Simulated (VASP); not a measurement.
# CsBr (Pm-3m) in VASP: notebook

The runs below take CsBr through single point, with PBE.

All numbers are computed with VASP 6.6.1; they aren't measurements. Logs are shortened: lines on timing, memory, paths and dates and some standing lists are left out, and cuts for length are marked.

### 1 The cell of the first run

The structure is cubic, space group Pm-3m (No. 221). Conventional cell: a = 3.544 Å, b = 3.544 Å, c = 3.544 Å, α = 90.00°, β = 90.00°, γ = 90.00°. Within 4.0 Å of Cs (site symmetry m-3m) lie 8 Br at 3.07 Å and 6 Cs at 3.54 Å. Br (site symmetry m-3m) has 8 Cs at 3.07 Å and 6 Br at 3.54 Å within 4.0 Å.

### 2 Single point, PBE

Input file INCAR:

```
SYSTEM = CsBr
  ALGO = Normal
  EDIFF = 1E-6
  ENCUT = 500
  GGA = PE
  GGA_COMPAT = .False.
  ISIF = 2
  ISMEAR = -1
  LASPH = .True.
  LCHARG = .False.
  LREAL = .False.
  LWAVE = .False.
  NBANDS = 15
  NELM = 120
  PREC = Accurate
  SIGMA = 0.03
```

Input file KPOINTS:

```
k-points
0
Gamma
  7 7 7
  0 0 0
```

Input file POSCAR:

```
CsBr
1.0
    3.5440742934      0.0000000000      0.0000000000
    0.0000000000      3.5440742934      0.0000000000
    0.0000000000      0.0000000000      3.5440742934
Cs Br
1 1
Direct
    0.0000000000      0.0000000000      0.0000000000
    0.5000000000      0.5000000000      0.5000000000
```

Potentials or basis: VASP PAW PBE potentials, release 64 (Cs_sv, Br).

The run is started by

```
$ cat potpaw_PBE.64/Cs_sv/POTCAR potpaw_PBE.64/Br/POTCAR > POTCAR
$ mpirun -np 1 vasp_std > vasp.out
```

OUTCAR:

```text
SYSTEM = CsBr
   EDIFF = 1E-6
   ENCUT = 500
   GGA = PE
   ISIF = 2
   ISMEAR = -1
   LASPH = .True.
   LREAL = .False.
   NELM = 120
   PREC = Accurate

 ion  position               nearest neighbor table
   1  0.000  0.000  0.000-
   2  0.500  0.500  0.500-

  LATTYP: Found a simple cubic cell.
 ALAT       =     3.5440742934

  Lattice vectors:

 A1 = (   3.5440742934,   0.0000000000,   0.0000000000)
 A2 = (   0.0000000000,   3.5440742934,   0.0000000000)
 A3 = (   0.0000000000,   0.0000000000,   3.5440742934)

Analysis of symmetry for initial positions (statically):
=====================================================================
 Subroutine PRICEL returns:
 Original cell was already a primitive cell.

 Routine SETGRP: Setting up the symmetry group for a
 simple cubic supercell.

 Subroutine GETGRP returns: Found 48 space group operations
 (whereof 48 operations were pure point group operations)
 out of a pool of 48 trial point group operations.

The static configuration has the point symmetry O_h .

Analysis of symmetry for dynamics (positions and initial velocities):
=====================================================================
 Subroutine PRICEL returns:
 Original cell was already a primitive cell.

 Routine SETGRP: Setting up the symmetry group for a
 simple cubic supercell.

 Subroutine GETGRP returns: Found 48 space group operations
 (whereof 48 operations were pure point group operations)
 out of a pool of 48 trial point group operations.

The dynamic configuration has the point symmetry O_h .

 Subroutine INISYM returns: Found 48 space group operations
 (whereof 48 operations are pure point group operations),
 and found     1 'primitive' translations

----------------------------------------------------------------------------------------

                                     Primitive cell

  volume of cell :      44.5152

  direct lattice vectors                    reciprocal lattice vectors
     3.544074293  0.000000000  0.000000000     0.282161128  0.000000000  0.000000000
     0.000000000  3.544074293  0.000000000     0.000000000  0.282161128  0.000000000
     0.000000000  0.000000000  3.544074293     0.000000000  0.000000000  0.282161128

  length of vectors
     3.544074293  3.544074293  3.544074293     0.282161128  0.282161128  0.282161128

  position of ions in fractional coordinates (direct lattice)
     0.000000000  0.000000000  0.000000000
     0.500000000  0.500000000  0.500000000

  ion indices of the primitive-cell ions
   primitive index   ion index
                 1           1
                 2           2

----------------------------------------------------------------------------------------

 KPOINTS: k-points

Automatic generation of k-mesh.
 Grid dimensions read from file:
 generate k-points for:    7    7    7

 Generating k-lattice:

  Cartesian coordinates                     Fractional coordinates (reciprocal lattice)
     0.040308733  0.000000000  0.000000000     0.142857143  0.000000000  0.000000000
     0.000000000  0.040308733  0.000000000     0.000000000  0.142857143  0.000000000
     0.000000000  0.000000000  0.040308733     0.000000000  0.000000000  0.142857143

  Length of vectors
     0.040308733  0.040308733  0.040308733

  Shift w.r.t. Gamma in fractional coordinates (k-lattice)
     0.000000000  0.000000000  0.000000000

 Subroutine IBZKPT returns following result:
 ===========================================

 Found     20 irreducible k-points:

 Following reciprocal coordinates:
            Coordinates               Weight
  0.000000  0.000000  0.000000      1.000000
  0.142857  0.000000  0.000000      6.000000
  0.285714  0.000000  0.000000      6.000000
  0.428571  0.000000  0.000000      6.000000
  0.142857  0.142857  0.000000     12.000000
  0.285714  0.142857  0.000000     24.000000
[... 12 lines left out ...]
  0.428571  0.428571  0.285714     24.000000
  0.428571  0.428571  0.428571      8.000000
   k-points           NKPTS =     20   k-points in BZ     NKDIM =     20   number of bands    NBANDS=     15
   number of dos      NEDOS =    301   number of ions     NIONS =      2
   total plane-waves  NPLWV =  21952
   dimension x,y,z NGX =    28 NGY =   28 NGZ =   28
   dimension x,y,z NGXF=    56 NGYF=   56 NGZF=   56
   ions per type =               1   1
   NGX,Y,Z   is equivalent  to a cutoff of  13.13, 13.13, 13.13 a.u.
   NGXF,Y,Z  is equivalent  to a cutoff of  26.27, 26.27, 26.27 a.u.
 SYSTEM =  CsBr
   PREC   = accura    normal or accurate (medium, high low for compatibility)
   ISTART =      0    job   : 0-new  1-cont  2-samecut
   ICHARG =      2    charge: 1-file 2-atom 10-const
   ISPIN  =      1    spin polarized calculation?
   LNONCOLLINEAR =      F non collinear calculations
   LSORBIT =      F    spin-orbit coupling
   LASPH  =      T    aspherical Exc in radial PAW
   ENCUT  =  500.0 eV  36.75 Ry    6.06 a.u.   6.46  6.46  6.46*2*pi/ulx,y,z
   NELM   =    120;   NELMIN=  2; NELMDL= -5     # of ELM steps
   EDIFF  = 0.1E-05   stopping-criterion for ELM
   LREAL  =      F    real-space projection
   EDIFFG = 0.1E-04   stopping-criterion for IOM
   NSW    =      0    number of steps for IOM
   IBRION =     -1    ionic relax: 0-MD 1-quasi-New 2-CG
   NFREE  =      0    steps in history (QN), initial steepest desc. (CG)
   ISIF   =      2    stress and relaxation
   ISYM   =      2    0-nonsym 1-usesym 2-fastsym
   POTIM  = 0.5000    time-step for ionic-motion
   TEBEG  =    0.0;   TEEND  =   0.0 temperature during run
   PSTRESS=    0.0 pullay stress
   NELECT =      16.0000    total number of electrons
   NUPDOWN=      -1.0000    fix difference up-down
   EMIN   =  10.00;   EMAX   =-10.00  energy-range for DOS
   EFERMI =   0.00;   METHOD = LEGACY
   ISMEAR =    -1;   SIGMA  =   0.03  broadening in eV -4-tet -1-fermi 0-gaus
   EFERMI_NEDOS =   21; number of points for ismear=-14 and -15
   IALGO  =     38    algorithm
   IMIX   =      4    mixing-type and parameters
     AMIX     =   0.40;   BMIX     =  1.00
     AMIX_MAG =   1.60;   BMIX_MAG =  1.00
  volume/ion in A,a.u.               =      22.26       150.20
  Fermi-wavevector in a.u.,A,eV,Ry     =   1.163980  2.199602 18.433831  1.354848
  Thomas-Fermi vector in A             =   2.300523
   LORBIT       =      0    0 simple, 1 ext, 2 COOP (PROOUT), +10 PAW based schemes
   GGA     = PE    functional components
   LHFCALC =     F    Hartree Fock is set to
   AEXX    =    0.0000 exact exchange contribution
   IVDW    =     0    specifies the selected vdW correction
   LEPSILON=     F    determine dielectric tensor
   LRPA    =     F    only Hartree local field effects (RPA)
 non-spin polarized calculation
  energy-cutoff  :      500.00
  volume of cell :       44.52
 maximum number of plane-waves:      1145
 NGX is ok and might be reduce to    28

 number of electron      16.0000001 magnetization

 Free energy of the ion-electron system (eV)
  ---------------------------------------------------
  ext. energy  EPLUGINS =         0.00000000
  ---------------------------------------------------
  free energy    TOTEN  =        -3.33781254 eV

  energy without entropy =       -3.33781254  energy(sigma->0) =       -3.33781254

 E-fermi :   5.2136     XC(G=0): -10.8756

 val. band max:        4.5632183024   @ k =   0.0000   0.0000   0.0000
 cond. band min:       7.3284220919   @ k =   0.0000   0.0000   0.0000
 fundamental gap:      2.7652037895
 Fermi energy:         5.2136193518

 k-point     1 :       0.0000    0.0000    0.0000
  band No.  band energies     occupation
      1     -16.2673      2.00000
      2      -9.2701      2.00000
      3      -2.1977      2.00000
      4      -2.1977      2.00000
      5      -2.1977      2.00000
      6       4.5632      2.00000
      7       4.5632      2.00000
      8       4.5632      2.00000
      9       7.3284      0.00000
     10       7.3284      0.00000
     11      12.3392      0.00000
     12      14.6417      0.00000
     13      14.6417      0.00000
     14      14.6417      0.00000
     15      18.1150      0.00000

 k-point     2 :       0.1429    0.0000    0.0000
  band No.  band energies     occupation
      1     -16.1669      2.00000
      2      -9.4333      2.00000
      3      -2.3740      2.00000
      4      -2.0724      2.00000
      5      -2.0724      2.00000
      6       3.7762      2.00000
      7       4.2874      2.00000
      8       4.2874      2.00000
      9       7.5477      0.00000
     10       8.3850      0.00000
     11      13.2005      0.00000
     12      14.5118      0.00000
     13      14.5118      0.00000
     14      14.8477      0.00000
     15      16.0056      0.00000

 k-point     3 :       0.2857    0.0000    0.0000
  band No.  band energies     occupation
      1     -15.9198      2.00000
      2      -9.8497      2.00000
      3      -2.5489      2.00000
      4      -1.7529      2.00000
      5      -1.7529      2.00000
      6       2.3411      2.00000
      7       3.6342      2.00000
      8       3.6342      2.00000
      9       8.1828      0.00000
     10      10.9289      0.00000
     11      13.5913      0.00000
     12      14.6126      0.00000
     13      14.6126      0.00000
     14      14.7530      0.00000
     15      15.4390      0.00000
[... 271 lines left out ...]
 k-point    19 :       0.4286    0.4286    0.2857
  band No.  band energies     occupation
      1     -15.1076      2.00000
      2      -9.2785      2.00000
      3      -3.9111      2.00000
      4      -3.8308      2.00000
      5      -2.7269      2.00000
      6       1.2357      2.00000
      7       1.7802      2.00000
      8       2.3385      2.00000
      9      12.2771      0.00000
     10      13.2866      0.00000
     11      13.5202      0.00000
     12      14.4599      0.00000
     13      17.4569      0.00000
     14      18.3501      0.00000
     15      19.7186      0.00000

 k-point    20 :       0.4286    0.4286    0.4286
  band No.  band energies     occupation
      1     -14.9867      2.00000
      2      -9.0989      2.00000
      3      -3.5667      2.00000
      4      -3.4309      2.00000
      5      -3.4309      2.00000
      6       0.7221      2.00000
      7       0.7221      2.00000
      8       1.2174      2.00000
      9      14.0424      0.00000
     10      15.1566      0.00000
     11      15.1566      0.00000
     12      16.7343      0.00000
     13      16.7343      0.00000
     14      17.4889      0.00000
     15      20.0349      0.00000

------------------------ aborting loop because EDIFF is reached ----------------------------------------

  FORCE on cell =-STRESS in cart. coord.  units (eV):
  Direction    XX          YY          ZZ          XY          YZ          ZX
  --------------------------------------------------------------------------------------
  -------------------------------------------------------------------------------------
  Total       11.2151261     11.2151261     11.2151261      0.0000000      0.0000000     -0.0000000
  in kB      403.6512420    403.6512420    403.6512420      0.0000000      0.0000000     -0.0000000
  external PRESSURE =     403.6512420 kB  Pullay stress =       0.0000000 kB

 VOLUME and BASIS-vectors are now :
 -----------------------------------------------------------------------------
  energy-cutoff  :      500.00
  volume of cell :       44.52
      direct lattice vectors                 reciprocal lattice vectors
     3.544074293  0.000000000  0.000000000     0.282161128  0.000000000  0.000000000
     0.000000000  3.544074293  0.000000000     0.000000000  0.282161128  0.000000000
     0.000000000  0.000000000  3.544074293     0.000000000  0.000000000  0.282161128

 POSITION                                       TOTAL-FORCE (eV/Angst)
 -----------------------------------------------------------------------------------
      0.00000      0.00000      0.00000         0.000000      0.000000      0.000000
      1.77204      1.77204      1.77204         0.000000      0.000000      0.000000
 -----------------------------------------------------------------------------------
    total drift:                                0.000000      0.000000      0.000000

  FREE ENERGIE OF THE ION-ELECTRON SYSTEM (eV)
  ---------------------------------------------------
  free  energy   TOTEN  =        -3.3378125450 eV

  energy  without entropy=       -3.3378125450  energy(sigma->0) =       -3.33781254
```

It took 24 s on 1 thread of AMD EPYC 7R13, shared host; peak memory 0.13 GiB.

Results:

```
Free energy            : -3.3378 eV
Pressure               : 40.4 GPa
Band gap on the k mesh : 2.77 eV, direct
```

Caveat: spin-orbit coupling is left out, which moves the levels of the heavy elements.

### 3 Single point, PBE

This run uses another cell than the first one, of 24.28 Å³/atom, 1.091 times its volume.

Input file INCAR:

```
SYSTEM = CsBr
  PREC = Accurate
  ENCUT = 500
  EDIFF = 1E-6
  ISMEAR = -1
  SIGMA = 0.03
  LREAL = .FALSE.
  LASPH = .TRUE.
  NELM = 120
  ALGO = Normal
  ISIF = 2
  LWAVE = .FALSE.
  LCHARG = .TRUE.
  GGA = PE
  LELF = .TRUE.
  LVHAR = .TRUE.
  NBANDS = 15
  GGA_COMPAT = .FALSE.
```

Input file KPOINTS:

```
Automatic mesh
0
G
  7 7 7
  0 0 0
```

Input file POSCAR:

```
CsBr
1.0
    3.6483710781      0.0000000000      0.0000000000
    0.0000000000      3.6483710781      0.0000000000
    0.0000000000      0.0000000000      3.6483710781
Cs Br
1 1
Direct
    0.0000000000      0.0000000000      0.0000000000
    0.5000000000      0.5000000000      0.5000000000
```

Potentials or basis: VASP PAW PBE potentials, release 64 (Cs_sv, Br).

The run is started by

```
$ cat potpaw_PBE.64/Cs_sv/POTCAR potpaw_PBE.64/Br/POTCAR > POTCAR
$ mpirun -np 1 vasp_std > vasp.out
```

Run time: 30 s. Hardware: 1 thread of AMD EPYC 7R13, shared host; peak memory 0.13 GiB.

Results (log left out):

```
Free energy            : -4.1939 eV
Pressure               : 28.1 GPa
Band gap on the k mesh : 3.33 eV, direct
```

Levels at points of the mesh, in eV from the valence-band top:
| k point | band 6 | band 7 | band 8 | band 9 | band 10 | band 11 |
| --- | --- | --- | --- | --- | --- | --- |
| (0.00, 0.00, 0.00) | 0.00 | 0.00 | 0.00 | 3.33 | 3.33 | 7.10 |

Caveat: spin-orbit coupling is left out, which moves the levels of the heavy elements.

### 4 Single point, PBE

Input file INCAR:

```
  PREC = Accurate
  ENCUT = 500
  EDIFF = 1E-6
  ISMEAR = -1
  SIGMA = 0.03
  LREAL = False
  LASPH = True
  NELM = 120
  ALGO = Normal
  ISIF = 2
  LWAVE = False
  LCHARG = False
  GGA = PE
  NBANDS = 15
  GGA_COMPAT = False
```

Input file KPOINTS:

```
regular mesh
0
Gamma
  7 7 7
```

POSCAR is that of step 3.

Potentials or basis: VASP PAW PBE potentials, release 64 (Cs_sv, Br).

The run is started by

```
$ cat potpaw_PBE.64/Cs_sv/POTCAR potpaw_PBE.64/Br/POTCAR > POTCAR
$ mpirun -np 1 vasp_std > vasp.out
```

OUTCAR:

```text
PREC = Accurate
   ENCUT = 500
   EDIFF = 1E-6
   ISMEAR = -1
   LREAL = False
   LASPH = True
   NELM = 120
   ISIF = 2
   GGA = PE

 ion  position               nearest neighbor table
   1  0.000  0.000  0.000-
   2  0.500  0.500  0.500-

  LATTYP: Found a simple cubic cell.
 ALAT       =     3.6483710781

  Lattice vectors:

 A1 = (   3.6483710781,   0.0000000000,   0.0000000000)
[... 536 lines left out ...]
     14      15.7924      0.00000
     15      18.4160      0.00000

------------------------ aborting loop because EDIFF is reached ----------------------------------------

  FORCE on cell =-STRESS in cart. coord.  units (eV):
  Direction    XX          YY          ZZ          XY          YZ          ZX
  --------------------------------------------------------------------------------------
  -------------------------------------------------------------------------------------
  Total        8.5316662      8.5316662      8.5316662     -0.0000000      0.0000000     -0.0000000
  in kB      281.4799247    281.4799247    281.4799247     -0.0000000      0.0000000     -0.0000000
  external PRESSURE =     281.4799247 kB  Pullay stress =       0.0000000 kB

 VOLUME and BASIS-vectors are now :
 -----------------------------------------------------------------------------
  energy-cutoff  :      500.00
  volume of cell :       48.56
      direct lattice vectors                 reciprocal lattice vectors
     3.648371078  0.000000000  0.000000000     0.274094926  0.000000000  0.000000000
     0.000000000  3.648371078  0.000000000     0.000000000  0.274094926  0.000000000
     0.000000000  0.000000000  3.648371078     0.000000000  0.000000000  0.274094926

 POSITION                                       TOTAL-FORCE (eV/Angst)
 -----------------------------------------------------------------------------------
      0.00000      0.00000      0.00000         0.000000      0.000000      0.000000
      1.82419      1.82419      1.82419         0.000000      0.000000      0.000000
 -----------------------------------------------------------------------------------
    total drift:                                0.000000      0.000000      0.000000

  FREE ENERGIE OF THE ION-ELECTRON SYSTEM (eV)
  ---------------------------------------------------
  free  energy   TOTEN  =        -4.1938612605 eV

  energy  without entropy=       -4.1938612605  energy(sigma->0) =       -4.19386126
```

stdout:

```text
POSCAR found type information on POSCAR CsBr
 POSCAR found :  2 types and       2 ions
 scaLAPACK will be used
 LDA part: xc-table for (Slater+PW92), standard interpolation
 POSCAR, INCAR and KPOINTS ok, starting setup
 FFT: planning ... GRIDC
 FFT: planning ... GRID_SOFT
 FFT: planning ... GRID
 WAVECAR not read
 entering main loop
```

Run time: 28 s. Hardware: 1 thread of AMD EPYC 7R13, shared host; peak memory 0.13 GiB.

Results:

```yaml
Free_energy: -4.1939 eV
Pressure: 28.1 GPa
Band_gap_on_the_k_mesh: 3.33 eV, direct
```

Caveat: spin-orbit coupling is left out, which moves the levels of the heavy elements. A k mesh can miss the band edges.

### 5 Single point, PBE

This run uses another cell than the first one, of 36.42 Å³/atom, 1.636 times its volume.

Input file INCAR:

```
SYSTEM = CsBr
  PREC = Accurate
  ENCUT = 500
  EDIFF = 1E-6
  ISMEAR = -1
  SIGMA = 0.03
  LREAL = .FALSE.
  LASPH = .TRUE.
  NELM = 120
  ALGO = Normal
  ISIF = 2
  LWAVE = .FALSE.
  LCHARG = .FALSE.
  GGA = PE
  NBANDS = 15
  GGA_COMPAT = .FALSE.
```

Input file KPOINTS:

```
Automatic mesh
0
G
  7 7 7
  0 0 0
```

Input file POSCAR:

```
CsBr
1.0
    4.1763423352      0.0000000000      0.0000000000
    0.0000000000      4.1763423352      0.0000000000
    0.0000000000      0.0000000000      4.1763423352
Cs Br
1 1
Direct
    0.0000000000      0.0000000000      0.0000000000
    0.5000000000      0.5000000000      0.5000000000
```

The run is started by

```
$ cat potpaw_PBE.64/Cs_sv/POTCAR potpaw_PBE.64/Br/POTCAR > POTCAR
$ mpirun -np 1 vasp_std > vasp.out
```

Run time: 33 s. Hardware: 1 thread of AMD EPYC 7R13, shared host; peak memory 0.14 GiB.

It converged, with:

```yaml
Free_energy: -5.9355 eV
Pressure: 2.7 GPa
Band_gap_on_the_k_mesh: 4.80 eV, direct
```

Levels at points of the mesh, in eV from the valence-band top:
| k point | band 4 | band 5 | band 6 | band 7 | band 8 | band 9 | band 10 | band 11 | band 12 | band 13 |
| --- | --- | --- | --- | --- | --- | --- | --- | --- | --- | --- |
| (0.00, 0.00, 0.00) | -6.26 | -6.26 | 0.00 | 0.00 | 0.00 | 4.80 | 4.80 | 4.82 | 9.35 | 9.35 |

Caveat: spin-orbit coupling is left out, which moves the levels of the heavy elements. A k mesh can miss the band edges.

### 6 Summary

```csv
cell,gap on the mesh (eV),pressure (GPa)
"a = 3.544 Å, 2 atoms",2.77,40.4
"a = 3.648 Å, 2 atoms",3.33,28.1
"a = 4.176 Å, 2 atoms",4.80,2.7
```

Alike in all rows: task single point; level PBE; potentials or basis VASP PAW PBE potentials, release 64 (Cs_sv, Br); no spin polarisation; k mesh 7 × 7 × 7; cutoff (eV) 500; smearing fermi-dirac 0.03 eV.

Caveats: spin-orbit coupling is left out, which moves the levels of the heavy elements.

Absolute energies hang on the potentials; compare differences alone.
